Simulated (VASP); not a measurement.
Wanted: the native input for a VASP 6.6.1 run.

| Property | Result |
| --- | --- |
| Task | single point |
| Functional | r2SCAN |
| Potentials or basis | VASP PAW PBE potentials, release 64 (Li_sv, Se) |
| Cutoff | 830 eV |
| k mesh | 8 × 8 × 8 |
| Occupations | fermi-dirac, width 0.02 eV |
| Spin | no spin polarisation |
| Dipole correction | no |
| Further INCAR settings | ALGO = Normal; EDIFF = 1e-06; NBANDS = 13 |

Li2Se:

```
Li Se
1.0
     0.00000    2.99278    2.99278
     2.99278    0.00000    2.99278
     2.99278    2.99278    0.00000
Li Se
2 1
Direct
  0.25000 0.25000 0.25000
  0.75000 0.75000 0.75000
  0.00000 0.00000 0.00000
```

The input as run:

POSCAR

```
Li2Se
1.0
    0.0000000000      2.9927814600      2.9927814600
    2.9927814600      0.0000000000      2.9927814600
    2.9927814600      2.9927814600      0.0000000000
Li Se
2 1
Direct
    0.2500000000      0.2500000000      0.2500000000
    0.7500000000      0.7500000000      0.7500000000
    0.0000000000      0.0000000000      0.0000000000
```

INCAR.step1

```
SYSTEM = Li2Se
PREC = Accurate
ENCUT = 830
ISMEAR = -1
SIGMA = 0.02
LREAL = .FALSE.
LASPH = .TRUE.
NELM = 120
NBANDS = 13
GGA = PE
ALGO = Normal
EDIFF = 1E-5
LWAVE = .TRUE.
LCHARG = .FALSE.
GGA_COMPAT = .FALSE.
```

INCAR.step2

```
SYSTEM = Li2Se
PREC = Accurate
ENCUT = 830
EDIFF = 1E-6
ISMEAR = -1
SIGMA = 0.02
LREAL = .FALSE.
LASPH = .TRUE.
NELM = 120
ALGO = Normal
ISIF = 2
LWAVE = .FALSE.
LCHARG = .TRUE.
METAGGA = R2SCAN
LMIXTAU = .TRUE.
LELF = .TRUE.
LVHAR = .TRUE.
NBANDS = 13
ISTART = 1
GGA_COMPAT = .FALSE.
```

KPOINTS

```
regular mesh
0
G
  8 8 8
  0 0 0
```

Potentials or basis: VASP PAW PBE potentials, release 64 (Li_sv, Se).

Run with:

```bash
$ cat potpaw_PBE.64/Li_sv/POTCAR potpaw_PBE.64/Se/POTCAR > POTCAR
$ cp INCAR.step1 INCAR
$ mpirun -np 1 vasp_std > vasp.out
$ cp INCAR.step2 INCAR
$ mpirun -np 1 vasp_std > vasp.out
```

Results of the run:

| Property | Result |
| --- | --- |
| Pressure | -0.1 GPa |
| Band gap on the k mesh | 3.46 eV (least direct gap 4.18 eV) |

Caveat: the PAW data sets were made with another functional, which shifts forces and pressure a little.

It took 78 s on 1 thread of Intel(R) Xeon(R) 6975P-C (Granite Rapids), on a shared host, peak memory 0.27 GiB.
